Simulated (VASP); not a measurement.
# MgO (P6_3/mmc) in VASP: single point with PBEsol

Aim: the single point of MgO with PBEsol.

Program: VASP 6.6.1. These are calculated values, not measurements. Logs are shortened: lines on timing, memory, paths and dates and some standing lists are left out, and cuts for length are marked.

## (1) The cell of the first run

The structure is hexagonal, space group P6_3/mmc (No. 194). The conventional cell has a = 2.951 Å, b = 2.951 Å, c = 25.300 Å, α = 90.00°, β = 90.00°, γ = 120.00°. Within 2.8 Å of Mg (site symmetry 3m) lie 6 O at 2.09 Å. Mg (site symmetry 3m) has 6 O at 2.14 Å within 2.8 Å. Within 2.8 Å of Mg (site symmetry -6m2) lie 6 O at 2.14 Å. O (site symmetry 3m) has 6 Mg at 2.09 to 2.14 Å and 1 O at 2.59 Å within 2.8 Å. O (site symmetry -3m) has 6 Mg at 2.14 Å and 2 O at 2.59 Å within 2.8 Å. O (site symmetry 3m) has 6 Mg at 2.09 to 2.14 Å and 1 O at 2.59 Å within 2.8 Å.

## (2) Single point, PBEsol

The input, INCAR:

```
PREC = Accurate
ENCUT = 520
EDIFF = 1E-6
ISMEAR = 0
SIGMA = 0.02
LREAL = Auto
LASPH = True
NELM = 80
ALGO = Normal
ISIF = 2
LWAVE = False
LCHARG = False
GGA = PS
NBANDS = 56
```

The input, KPOINTS:

```
Automatic mesh
0
Gamma
  12 12 2
```

The input, POSCAR:

```
MgO
1.0
    2.9514751792      0.0000000000      0.0000000000
   -1.4757375896      2.5560524838      0.0000000000
    0.0000000000      0.0000000000     25.3001884264
Mg O
10 10
Direct
    0.0000000000      0.0000000000     -0.0006331732
    0.3333333333      0.6666666667      0.0988006506
    0.0000000000      0.0000000000      0.2011993494
    0.3333333333      0.6666666667      0.3006331732
    0.6666666667      0.3333333333      0.4000000000
    0.3333333333      0.6666666667      0.4993668268
    0.0000000000      0.0000000000      0.5988006506
    0.3333333333      0.6666666667      0.7011993494
    0.0000000000      0.0000000000      0.8006331732
    0.6666666667      0.3333333333      0.9000000000
    0.6666666667      0.3333333333      0.0474820087
    0.6666666667      0.3333333333      0.1500000000
    0.6666666667      0.3333333333      0.2525179913
    0.0000000000      0.0000000000      0.3487574185
    0.0000000000      0.0000000000      0.4512425815
    0.6666666667      0.3333333333      0.5474820087
    0.6666666667      0.3333333333      0.6500000000
    0.6666666667      0.3333333333      0.7525179913
    0.3333333333      0.6666666667      0.8487574185
    0.3333333333      0.6666666667      0.9512425815
```

Potentials or basis: VASP PAW PBE potentials, release 64 (Mg, O).

The run is started by

```sh
> cat potpaw_PBE.64/Mg/POTCAR potpaw_PBE.64/O/POTCAR > POTCAR
> mpirun -np 1 vasp_std > vasp.out
```

OUTCAR:

```text
PREC = Accurate
   ENCUT = 520
   EDIFF = 1E-6
   ISMEAR = 0
   LREAL = Auto
   LASPH = True
   NELM = 80
   ISIF = 2
   GGA = PS

 ion  position               nearest neighbor table
   1  0.000  0.000  0.999-  11 2.09  11 2.09  11 2.09  20 2.09  20 2.09  20 2.09  10 3.04  10 3.04
                            10 3.04   2 3.04   2 3.04   2 3.04
   2  0.333  0.667  0.099-  12 2.14  12 2.14  12 2.14  11 2.14  11 2.14  11 2.14   1 3.04   1 3.04
                             1 3.04   3 3.10   3 3.10   3 3.10
   3  0.000  0.000  0.201-  12 2.14  12 2.14  12 2.14  13 2.14  13 2.14  13 2.14   4 3.04   4 3.04
                             4 3.04   2 3.10   2 3.10   2 3.10
   4  0.333  0.667  0.301-  13 2.09  13 2.09  13 2.09  14 2.09  14 2.09  14 2.09   5 3.04   5 3.04
                             5 3.04   3 3.04   3 3.04   3 3.04
   5  0.667  0.333  0.400-  14 2.14  15 2.14  14 2.14  15 2.14  14 2.14  15 2.14   4 3.04   6 3.04
                             4 3.04   6 3.04   4 3.04   6 3.04
   6  0.333  0.667  0.499-  16 2.09  16 2.09  16 2.09  15 2.09  15 2.09  15 2.09   5 3.04   5 3.04
                             5 3.04   7 3.04   7 3.04   7 3.04
   7  0.000  0.000  0.599-  17 2.14  17 2.14  17 2.14  16 2.14  16 2.14  16 2.14   6 3.04   6 3.04
                             6 3.04   8 3.10   8 3.10   8 3.10
   8  0.333  0.667  0.701-  17 2.14  17 2.14  17 2.14  18 2.14  18 2.14  18 2.14   9 3.04   9 3.04
                             9 3.04   7 3.10   7 3.10   7 3.10
   9  0.000  0.000  0.801-  18 2.09  18 2.09  18 2.09  19 2.09  19 2.09  19 2.09  10 3.04  10 3.04
                            10 3.04   8 3.04   8 3.04   8 3.04
  10  0.667  0.333  0.900-  19 2.14  20 2.14  19 2.14  20 2.14  19 2.14  20 2.14   1 3.04   9 3.04
                             1 3.04   9 3.04   1 3.04   9 3.04
  11  0.667  0.333  0.047-   1 2.09   1 2.09   1 2.09   2 2.14   2 2.14   2 2.14
  12  0.667  0.333  0.150-   2 2.14   2 2.14   3 2.14   3 2.14   3 2.14   2 2.14
  13  0.667  0.333  0.253-   4 2.09   4 2.09   4 2.09   3 2.14   3 2.14   3 2.14
  14  0.000  0.000  0.349-   4 2.09   4 2.09   4 2.09   5 2.14   5 2.14   5 2.14
  15  0.000  0.000  0.451-   6 2.09   6 2.09   6 2.09   5 2.14   5 2.14   5 2.14
  16  0.667  0.333  0.547-   6 2.09   6 2.09   6 2.09   7 2.14   7 2.14   7 2.14
  17  0.667  0.333  0.650-   8 2.14   8 2.14   7 2.14   7 2.14   7 2.14   8 2.14
  18  0.667  0.333  0.753-   9 2.09   9 2.09   9 2.09   8 2.14   8 2.14   8 2.14
  19  0.333  0.667  0.849-   9 2.09   9 2.09   9 2.09  10 2.14  10 2.14  10 2.14
  20  0.333  0.667  0.951-   1 2.09   1 2.09   1 2.09  10 2.14  10 2.14  10 2.14

  LATTYP: Found a hexagonal cell.
 ALAT       =     2.9514751792
 C/A-ratio  =     8.5720485148

  Lattice vectors:

 A1 = (   2.9514751792,   0.0000000000,   0.0000000000)
 A2 = (  -1.4757375896,   2.5560524838,   0.0000000000)
 A3 = (   0.0000000000,   0.0000000000,  25.3001884264)

Analysis of symmetry for initial positions (statically):
=====================================================================
 Subroutine PRICEL returns:
 Original cell was already a primitive cell.

 Routine SETGRP: Setting up the symmetry group for a
 hexagonal supercell.

 Subroutine GETGRP returns: Found 24 space group operations
 (whereof  6 operations were pure point group operations)
 out of a pool of 24 trial point group operations.

The static configuration has the point symmetry C_3v.
 The point group associated with its full space group is D_6h.

Analysis of symmetry for dynamics (positions and initial velocities):
=====================================================================
 Subroutine PRICEL returns:
 Original cell was already a primitive cell.

 Routine SETGRP: Setting up the symmetry group for a
 hexagonal supercell.

 Subroutine GETGRP returns: Found 24 space group operations
 (whereof  6 operations were pure point group operations)
 out of a pool of 24 trial point group operations.

The dynamic configuration has the point symmetry C_3v.
 The point group associated with its full space group is D_6h.

 Subroutine INISYM returns: Found 24 space group operations
 (whereof  6 operations are pure point group operations),
 and found     1 'primitive' translations

----------------------------------------------------------------------------------------

                                     Primitive cell

  volume of cell :     190.8678

  direct lattice vectors                    reciprocal lattice vectors
     2.951475179  0.000000000  0.000000000     0.338813623  0.195614137  0.000000000
    -1.475737590  2.556052484  0.000000000     0.000000000  0.391228273  0.000000000
[... 51 lines left out ...]

 KPOINTS: Automatic mesh

Automatic generation of k-mesh.
 Grid dimensions read from file:
 generate k-points for:   12   12    2

 Generating k-lattice:

  Cartesian coordinates                     Fractional coordinates (reciprocal lattice)
     0.028234469  0.016301178  0.000000000     0.083333333 -0.000000000  0.000000000
     0.000000000  0.032602356  0.000000000     0.000000000  0.083333333  0.000000000
     0.000000000  0.000000000  0.019762699     0.000000000  0.000000000  0.500000000

  Length of vectors
     0.032602356  0.032602356  0.019762699

  Shift w.r.t. Gamma in fractional coordinates (k-lattice)
     0.000000000  0.000000000  0.000000000

 Subroutine IBZKPT returns following result:
 ===========================================

 Found     38 irreducible k-points:

 Following reciprocal coordinates:
            Coordinates               Weight
  0.000000  0.000000  0.000000      1.000000
  0.083333  0.000000  0.000000      6.000000
  0.166667  0.000000  0.000000      6.000000
  0.250000  0.000000  0.000000      6.000000
  0.333333  0.000000  0.000000      6.000000
  0.416667 -0.000000  0.000000      6.000000
[... 16 lines left out ...]
  0.250000  0.000000  0.500000      6.000000
  0.333333  0.000000  0.500000      6.000000
 [... further k-points ...]
   k-points           NKPTS =     38   k-points in BZ     NKDIM =     38   number of bands    NBANDS=     56
   number of dos      NEDOS =    301   number of ions     NIONS =     20
   total plane-waves  NPLWV = 110592
   dimension x,y,z NGX =    24 NGY =   24 NGZ =  192
   dimension x,y,z NGXF=    48 NGYF=   48 NGZF=  384
   ions per type =              10  10
   NGX,Y,Z   is equivalent  to a cutoff of  13.52, 13.52, 12.62 a.u.
   NGXF,Y,Z  is equivalent  to a cutoff of  27.04, 27.04, 25.23 a.u.
 SYSTEM =  unknown system
   PREC   = accura    normal or accurate (medium, high low for compatibility)
   ISTART =      0    job   : 0-new  1-cont  2-samecut
   ICHARG =      2    charge: 1-file 2-atom 10-const
   ISPIN  =      1    spin polarized calculation?
   LNONCOLLINEAR =      F non collinear calculations
   LSORBIT =      F    spin-orbit coupling
   LASPH  =      T    aspherical Exc in radial PAW
   ENCUT  =  520.0 eV  38.22 Ry    6.18 a.u.   5.49  5.49 47.04*2*pi/ulx,y,z
   NELM   =     80;   NELMIN=  2; NELMDL= -5     # of ELM steps
   EDIFF  = 0.1E-05   stopping-criterion for ELM
   LREAL  =      T    real-space projection
   EDIFFG = 0.1E-04   stopping-criterion for IOM
   NSW    =      0    number of steps for IOM
[... 5 lines left out ...]
   TEBEG  =    0.0;   TEEND  =   0.0 temperature during run
   PSTRESS=    0.0 pullay stress
   NELECT =      80.0000    total number of electrons
   NUPDOWN=      -1.0000    fix difference up-down
   EMIN   =  10.00;   EMAX   =-10.00  energy-range for DOS
   EFERMI =   0.00;   METHOD = LEGACY
   ISMEAR =     0;   SIGMA  =   0.02  broadening in eV -4-tet -1-fermi 0-gaus
   EFERMI_NEDOS =   21; number of points for ismear=-14 and -15
   IALGO  =     38    algorithm
   IMIX   =      4    mixing-type and parameters
     AMIX     =   0.40;   BMIX     =  1.00
     AMIX_MAG =   1.60;   BMIX_MAG =  1.00
  volume/ion in A,a.u.               =       9.54        64.40
  Fermi-wavevector in a.u.,A,eV,Ry     =   1.225163  2.315223 20.422683  1.501025
  Thomas-Fermi vector in A             =   2.360211
   LORBIT       =      0    0 simple, 1 ext, 2 COOP (PROOUT), +10 PAW based schemes
   GGA     = PS    functional components
   LHFCALC =     F    Hartree Fock is set to
   AEXX    =    0.0000 exact exchange contribution
   IVDW    =     0    specifies the selected vdW correction
   LEPSILON=     F    determine dielectric tensor
   LRPA    =     F    only Hartree local field effects (RPA)
 non-spin polarized calculation
 Gauss-broadening in eV      SIGMA  =   0.02
  energy-cutoff  :      520.00
  volume of cell :      190.87
 maximum number of plane-waves:      5231
 NGX is ok and might be reduce to    24
   NGX = 11   NGY = 11   NGZ = 95

 number of electron      79.9999990 magnetization

 Free energy of the ion-electron system (eV)
  ---------------------------------------------------
  ext. energy  EPLUGINS =         0.00000000
  ---------------------------------------------------
  free energy    TOTEN  =      -122.23517895 eV

  energy without entropy =     -122.23517895  energy(sigma->0) =     -122.23517895

 E-fermi :   3.4302     XC(G=0): -11.1966

 val. band max:        3.2698417121   @ k =   0.0833   0.0833   0.0000
 cond. band min:       6.8835771229   @ k =   0.0000   0.0000   0.0000
 fundamental gap:      3.6137354108
 Fermi energy:         3.4301626051

 k-point     1 :       0.0000    0.0000    0.0000
  band No.  band energies     occupation
      1     -14.1387      2.00000
      2     -14.0386      2.00000
      3     -14.0294      2.00000
      4     -13.7454      2.00000
      5     -13.7446      2.00000
      6     -13.3671      2.00000
[... 1309 lines left out ...]
     51      13.5896      0.00000
     52      13.5896      0.00000

 [... further k-points ...]

 [bands above 52 left out]

------------------------ aborting loop because EDIFF is reached ----------------------------------------

  FORCE on cell =-STRESS in cart. coord.  units (eV):
  Direction    XX          YY          ZZ          XY          YZ          ZX
  --------------------------------------------------------------------------------------
  -------------------------------------------------------------------------------------
  Total       -0.6064814     -0.6064814     -0.7015874      0.0000000      0.0000000      0.0000000
  in kB       -5.0909097     -5.0909097     -5.8892465      0.0000000      0.0000000      0.0000000
  external PRESSURE =      -5.3570219 kB  Pullay stress =       0.0000000 kB

 VOLUME and BASIS-vectors are now :
 -----------------------------------------------------------------------------
  energy-cutoff  :      520.00
  volume of cell :      190.87
      direct lattice vectors                 reciprocal lattice vectors
     2.951475179  0.000000000  0.000000000     0.338813623  0.195614137  0.000000000
    -1.475737590  2.556052484  0.000000000     0.000000000  0.391228273  0.000000000
     0.000000000  0.000000000 25.300188426     0.000000000  0.000000000  0.039525397

 POSITION                                       TOTAL-FORCE (eV/Angst)
 -----------------------------------------------------------------------------------
      0.00000      0.00000     25.28417         0.000000      0.000000      0.001027
     -0.00000      1.70403      2.49968        -0.000000     -0.000000      0.005088
      0.00000      0.00000      5.09038         0.000000      0.000000     -0.005088
     -0.00000      1.70403      7.60608         0.000000      0.000000     -0.001027
      1.47574      0.85202     10.12008        -0.000000      0.000000     -0.000000
     -0.00000      1.70403     12.63407         0.000000      0.000000      0.001027
[... 12 lines left out ...]
     -0.00000      1.70403     21.47372         0.000000      0.000000     -0.002077
     -0.00000      1.70403     24.06662        -0.000000      0.000000      0.002077
 -----------------------------------------------------------------------------------
    total drift:                               -0.000001      0.000000      0.000060

  FREE ENERGIE OF THE ION-ELECTRON SYSTEM (eV)
  ---------------------------------------------------
  free  energy   TOTEN  =      -122.2351789526 eV

  energy  without entropy=     -122.2351789526  energy(sigma->0) =     -122.23517895
```

Run time: 12 min. Hardware: 1 thread of Oxide Virtual Turin-like, shared host; peak memory 0.44 GiB.

Results:

```yaml
Free_energy: -122.2352 eV
Pressure: -0.5 GPa
Largest_force: 0.005 eV/Å
Band_gap_on_the_k_mesh: 3.61 eV, indirect (least direct gap 3.67 eV)
```

Forces in eV/Å, atoms in the order of the input:
```
Mg   0.000  0.000  0.001
Mg   0.000  0.000  0.005
Mg   0.000  0.000 -0.005
Mg   0.000  0.000 -0.001
Mg   0.000  0.000  0.000
Mg   0.000  0.000  0.001
Mg   0.000  0.000  0.005
Mg   0.000  0.000 -0.005
Mg   0.000  0.000 -0.001
Mg   0.000  0.000  0.000
O    0.000  0.000  0.004
O    0.000  0.000  0.000
O    0.000  0.000 -0.004
O    0.000  0.000 -0.002
O    0.000  0.000  0.002
O    0.000  0.000  0.004
O    0.000  0.000  0.000
O    0.000  0.000 -0.004
O    0.000  0.000 -0.002
O    0.000  0.000  0.002
```

Stress tensor (GPa, compression positive):
```
-0.51  0.00  0.00
 0.00 -0.51  0.00
 0.00  0.00 -0.59
```

Caveat: the PAW data sets were made with another functional, which shifts forces and pressure a little. A k mesh can miss the band edges.
